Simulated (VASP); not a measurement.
# Hg (P6_3/mmc) in VASP: relaxation of cell and atoms with LDA

Aim: the relaxation of cell and atoms of Hg with LDA.

Everything below comes from runs of VASP 6.6.1. Logs are shortened: lines on timing, memory, paths and dates and some standing lists are left out, and cuts for length are marked.

## Step 1: The cell of the first run

The structure is hexagonal, space group P6_3/mmc (No. 194). Conventional cell: a = 3.049 Å, b = 3.049 Å, c = 4.940 Å, α = 90.00°, β = 90.00°, γ = 120.00°. Hg (site symmetry -6m2) has 12 Hg at 3.03 to 3.05 Å within 4.0 Å.

## Step 2: Relaxation of cell and atoms, LDA, target pressure 9.5 GPa, at which the enthalpy is minimised

INCAR reads:

```
  PREC = Accurate
  ENCUT = 600
  EDIFF = 1E-6
  ISMEAR = -1
  SIGMA = 0.1
  LREAL = False
  LASPH = True
  NELM = 60
  ALGO = Normal
  ISIF = 3
  LWAVE = False
  LCHARG = False
  IBRION = 2
  NSW = 60
  EDIFFG = -0.005
  PSTRESS = 95.0
```

KPOINTS reads:

```
Automatic mesh
0
Gamma
  14 14 8
```

POSCAR reads:

```
Hg
1.0
    3.0493302241      0.0000000000      0.0000000000
   -1.5246651121      2.6407974386      0.0000000000
    0.0000000000      0.0000000000      4.9399149631
Hg
2
Direct
    0.3333333333      0.6666666667      0.2500000000
    0.6666666667      0.3333333333      0.7500000000
```

Potentials or basis: VASP PAW LDA potentials, release 64 (Hg).

On the command line:

```bash
cat potpaw_LDA.64/Hg/POTCAR > POTCAR
mpirun -np 1 vasp_std > vasp.out
```

OUTCAR:

```text
PREC = Accurate
   ENCUT = 600
   EDIFF = 1E-6
   ISMEAR = -1
   LREAL = False
   LASPH = True
   NELM = 60
   ISIF = 3
   IBRION = 2
   NSW = 60
   EDIFFG = -0.005
   PSTRESS = 95.0

 ion  position               nearest neighbor table
   1  0.333  0.667  0.250-   2 3.03   2 3.03   2 3.03   2 3.03   2 3.03   2 3.03
   2  0.667  0.333  0.750-   1 3.03   1 3.03   1 3.03   1 3.03   1 3.03   1 3.03

  LATTYP: Found a hexagonal cell.
 ALAT       =     3.0493302241
 C/A-ratio  =     1.6200000000

  Lattice vectors:

 A1 = (   3.0493302241,   0.0000000000,   0.0000000000)
 A2 = (  -1.5246651121,   2.6407974386,   0.0000000000)
 A3 = (   0.0000000000,   0.0000000000,   4.9399149631)

Analysis of symmetry for initial positions (statically):
=====================================================================
 Subroutine PRICEL returns:
 Original cell was already a primitive cell.

 Routine SETGRP: Setting up the symmetry group for a
 hexagonal supercell.

 Subroutine GETGRP returns: Found 24 space group operations
 (whereof 12 operations were pure point group operations)
 out of a pool of 24 trial point group operations.

The static configuration has the point symmetry D_3d.
 The point group associated with its full space group is D_6h.

Analysis of symmetry for dynamics (positions and initial velocities):
=====================================================================
 Subroutine PRICEL returns:
 Original cell was already a primitive cell.

 Routine SETGRP: Setting up the symmetry group for a
 hexagonal supercell.

 Subroutine GETGRP returns: Found 24 space group operations
 (whereof 12 operations were pure point group operations)
 out of a pool of 24 trial point group operations.

The dynamic configuration has the point symmetry D_3d.
 The point group associated with its full space group is D_6h.

 Subroutine INISYM returns: Found 24 space group operations
 (whereof 12 operations are pure point group operations),
 and found     1 'primitive' translations

----------------------------------------------------------------------------------------

                                     Primitive cell

  volume of cell :      39.7795

  direct lattice vectors                    reciprocal lattice vectors
     3.049330224  0.000000000  0.000000000     0.327940868  0.189336748  0.000000000
    -1.524665112  2.640797439  0.000000000     0.000000000  0.378673497  0.000000000
     0.000000000  0.000000000  4.939914963     0.000000000  0.000000000  0.202432634

  length of vectors
     3.049330224  3.049330224  4.939914963     0.378673497  0.378673497  0.202432634

  position of ions in fractional coordinates (direct lattice)
     0.333333333  0.666666667  0.250000000
     0.666666667  0.333333333  0.750000000

  ion indices of the primitive-cell ions
   primitive index   ion index
                 1           1
                 2           2

----------------------------------------------------------------------------------------

 KPOINTS: Automatic mesh

Automatic generation of k-mesh.
 Grid dimensions read from file:
 generate k-points for:   14   14    8

 Generating k-lattice:

  Cartesian coordinates                     Fractional coordinates (reciprocal lattice)
     0.023424348  0.013524053  0.000000000     0.071428571  0.000000000  0.000000000
     0.000000000  0.027048107  0.000000000     0.000000000  0.071428571  0.000000000
     0.000000000  0.000000000  0.025304079     0.000000000  0.000000000  0.125000000

  Length of vectors
     0.027048107  0.027048107  0.025304079

  Shift w.r.t. Gamma in fractional coordinates (k-lattice)
     0.000000000  0.000000000  0.000000000

 Subroutine IBZKPT returns following result:
 ===========================================

 Found    120 irreducible k-points:

 Following reciprocal coordinates:
            Coordinates               Weight
  0.000000  0.000000  0.000000      1.000000
  0.071429  0.000000  0.000000      6.000000
  0.142857  0.000000  0.000000      6.000000
  0.214286  0.000000  0.000000      6.000000
  0.285714  0.000000  0.000000      6.000000
  0.357143 -0.000000  0.000000      6.000000
[... 16 lines left out ...]
  0.285714  0.285714  0.000000      6.000000
  0.357143  0.285714  0.000000      6.000000
 [... further k-points ...]
   k-points           NKPTS =    120   k-points in BZ     NKDIM =    120   number of bands    NBANDS=     16
   number of dos      NEDOS =    301   number of ions     NIONS =      2
   total plane-waves  NPLWV =  23040
   dimension x,y,z NGX =    24 NGY =   24 NGZ =   40
   dimension x,y,z NGXF=    48 NGYF=   48 NGZF=   80
   ions per type =               2
   NGX,Y,Z   is equivalent  to a cutoff of  13.08, 13.08, 13.46 a.u.
   NGXF,Y,Z  is equivalent  to a cutoff of  26.17, 26.17, 26.92 a.u.
 SYSTEM =  unknown system
   PREC   = accura    normal or accurate (medium, high low for compatibility)
   ISTART =      0    job   : 0-new  1-cont  2-samecut
   ICHARG =      2    charge: 1-file 2-atom 10-const
   ISPIN  =      1    spin polarized calculation?
   LNONCOLLINEAR =      F non collinear calculations
   LSORBIT =      F    spin-orbit coupling
   LASPH  =      T    aspherical Exc in radial PAW
   ENCUT  =  600.0 eV  44.10 Ry    6.64 a.u.   6.09  6.09  9.87*2*pi/ulx,y,z
   NELM   =     60;   NELMIN=  2; NELMDL= -5     # of ELM steps
   EDIFF  = 0.1E-05   stopping-criterion for ELM
   LREAL  =      F    real-space projection
   EDIFFG = -.5E-02   stopping-criterion for IOM
   NSW    =     60    number of steps for IOM
   IBRION =      2    ionic relax: 0-MD 1-quasi-New 2-CG
   NFREE  =      1    steps in history (QN), initial steepest desc. (CG)
   ISIF   =      3    stress and relaxation
   ISYM   =      2    0-nonsym 1-usesym 2-fastsym
   POTIM  = 0.5000    time-step for ionic-motion
   TEBEG  =    0.0;   TEEND  =   0.0 temperature during run
   PSTRESS=   95.0 pullay stress
   NELECT =      24.0000    total number of electrons
   NUPDOWN=      -1.0000    fix difference up-down
   EMIN   =  10.00;   EMAX   =-10.00  energy-range for DOS
   EFERMI =   0.00;   METHOD = LEGACY
   ISMEAR =    -1;   SIGMA  =   0.10  broadening in eV -4-tet -1-fermi 0-gaus
   EFERMI_NEDOS =   21; number of points for ismear=-14 and -15
   IALGO  =     38    algorithm
   IMIX   =      4    mixing-type and parameters
     AMIX     =   0.40;   BMIX     =  1.00
     AMIX_MAG =   1.60;   BMIX_MAG =  1.00
  volume/ion in A,a.u.               =      19.89       134.22
  Fermi-wavevector in a.u.,A,eV,Ry     =   1.383329  2.614113 26.036107  1.913600
  Thomas-Fermi vector in A             =   2.507937
   LORBIT       =      0    0 simple, 1 ext, 2 COOP (PROOUT), +10 PAW based schemes
   GGA     = CA    functional components
   LHFCALC =     F    Hartree Fock is set to
   AEXX    =    0.0000 exact exchange contribution
   IVDW    =     0    specifies the selected vdW correction
   LEPSILON=     F    determine dielectric tensor
   LRPA    =     F    only Hartree local field effects (RPA)
 conjugate gradient relaxation of ions
 non-spin polarized calculation
  energy-cutoff  :      600.00
  volume of cell :       39.78
 maximum number of plane-waves:      1348
   NGX = 13   NGY = 13   NGZ = 19

--------------------------------------- Ionic step        1  -------------------------------------------

 number of electron      24.0000000 magnetization

 Free energy of the ion-electron system (eV)
  ---------------------------------------------------
  ext. energy  EPLUGINS =         0.00000000
  ---------------------------------------------------
  free energy    TOTEN  =        -1.75879490 eV

  energy without entropy =       -1.73407115  energy(sigma->0) =       -1.74643303

------------------------ aborting loop because EDIFF is reached ----------------------------------------

  FORCE on cell =-STRESS in cart. coord.  units (eV):
  Direction    XX          YY          ZZ          XY          YZ          ZX
  --------------------------------------------------------------------------------------
  -------------------------------------------------------------------------------------
  Total        2.1600777      2.1600777      2.3302680     -0.0000000     -0.0000000      0.0000000
  in kB       87.0003351     87.0003351     93.8550047     -0.0000000     -0.0000000      0.0000000
  external PRESSURE =      -5.7147750 kB  Pullay stress =      95.0000000 kB
[... 137 lines left out ...]
  enthalpy is  TOTEN    =         0.5988926862 eV   P V=        2.3434153693

--------------------------------------- Ionic step        5  -------------------------------------------

 number of electron      24.0000002 magnetization

 Free energy of the ion-electron system (eV)
  ---------------------------------------------------
  ext. energy  EPLUGINS =         0.00000000
  ---------------------------------------------------
  free energy    TOTEN  =        -1.74660921 eV

  energy without entropy =       -1.72221009  energy(sigma->0) =       -1.73440965

 E-fermi :   4.2799     XC(G=0): -12.1609

 val. band max:        4.2771216989   @ k =   0.3571   0.2857   0.5000
 cond. band min:       4.2963043241   @ k =   0.4286   0.1429   0.3750
 fundamental gap:      0.0191826252
 Fermi energy:         4.2799055518

 k-point     1 :       0.0000    0.0000    0.0000
  band No.  band energies     occupation
      1      -6.5631      2.00000
      2      -5.0554      2.00000
      3      -3.5897      2.00000
      4      -3.4604      2.00000
      5      -3.4604      2.00000
      6      -3.2663      2.00000
[... 8 lines left out ...]
     15      18.4155      0.00000
     16      18.4155      0.00000
[... 420 lines left out ...]
  band No.  band energies     occupation
      1      -4.4320      2.00000
      2      -4.0193      2.00000
      3      -3.9862      2.00000
      4      -3.5114      2.00000
      5      -3.4594      2.00000
      6      -3.3949      2.00000
[... 8 lines left out ...]
     15       9.7388      0.00000
     16      10.4670      0.00000

 [... further k-points ...]

------------------------ aborting loop because EDIFF is reached ----------------------------------------

  FORCE on cell =-STRESS in cart. coord.  units (eV):
  Direction    XX          YY          ZZ          XY          YZ          ZX
  --------------------------------------------------------------------------------------
  -------------------------------------------------------------------------------------
  Total        2.3388651      2.3388651      2.3535948     -0.0000000      0.0000000      0.0000000
  in kB       94.7469795     94.7469795     95.3436782     -0.0000000      0.0000000      0.0000000
  external PRESSURE =      -0.0541209 kB  Pullay stress =      95.0000000 kB
[... 17 lines left out ...]
  FREE ENERGIE OF THE ION-ELECTRON SYSTEM (eV)
  ---------------------------------------------------
  free  energy   TOTEN  =        -1.7466092091 eV

  energy  without entropy=       -1.7222100943  energy(sigma->0) =       -1.73440965

  enthalpy is  TOTEN    =         0.5985017643 eV   P V=        2.3451109734

 reached required accuracy - stopping structural energy minimisation
```

Wall time 88 s (1 thread of AMD EPYC 9R45 (Zen 5), shared host); peak memory 0.18 GiB.

Results:

| Item | Value |
| --- | --- |
| Free energy | -1.7466 eV |
| Relaxed volume | 19.78 Å³/atom |
| Relaxed cell | a = 3.026 Å, b = 3.026 Å, c = 4.986 Å, α = 90.00°, β = 90.00°, γ = 120.00° |
| Space group after relaxing (to 0.1 Å) | P6_3/mmc (No. 194) |
| Energy change on relaxing (the run minimises the enthalpy) | +6.1 meV/atom |
| Ionic steps | 5 |
| Pressure after relaxing | 9.5 GPa |
| Band gap on the k mesh | zero (bands 12 and 13 overlap by 1.78 eV) |

The path:
| step | energy change (eV) | largest force (eV/Å) | pressure (GPa) | volume (Å³) |
| --- | --- | --- | --- | --- |
| 1 | 0.0000 | 0.0000 | 8.93 | 39.78 |
| 2 | 0.0237 | 0.0000 | 10.09 | 39.37 |
| 3 | 0.0154 | 0.0000 | 9.64 | 39.51 |
| 4 | 0.0143 | 0.0000 | 9.58 | 39.52 |
| 5 | 0.0122 | 0.0000 | 9.49 | 39.55 |

Final structure:
```
CELL_PARAMETERS angstrom
3.02638 0.00000 0.00000
-1.51319 2.62092 0.00000
0.00000 0.00000 4.98625
ATOMIC_POSITIONS crystal
Hg 0.33333 0.66667 0.25000
Hg 0.66667 0.33333 0.75000
```

Levels at points of the mesh, in eV from the Fermi level:
```csv
k point,band 8,band 9,band 10,band 11,band 12,band 13,band 14,band 15,band 16
"(0.00, 0.00, 0.00)",-7.19,-7.19,-6.26,-6.26,-2.69,-1.43,13.33,14.14,14.14
"(0.50, 0.00, 0.00)",-6.12,-6.11,-6.00,-2.81,-2.40,2.84,3.28,4.08,7.34
"(0.00, 0.00, 0.50)",-7.57,-6.57,-6.57,-6.57,-6.57,7.15,7.15,13.60,13.60
"(0.50, 0.00, 0.50)",-6.27,-6.04,-6.04,-1.86,-1.86,-0.26,-0.26,10.01,10.01
```

Caveat: the cell is relaxed towards a set pressure, so the run minimises the enthalpy, not the energy; spin-orbit coupling is left out, which moves the levels of the heavy elements.
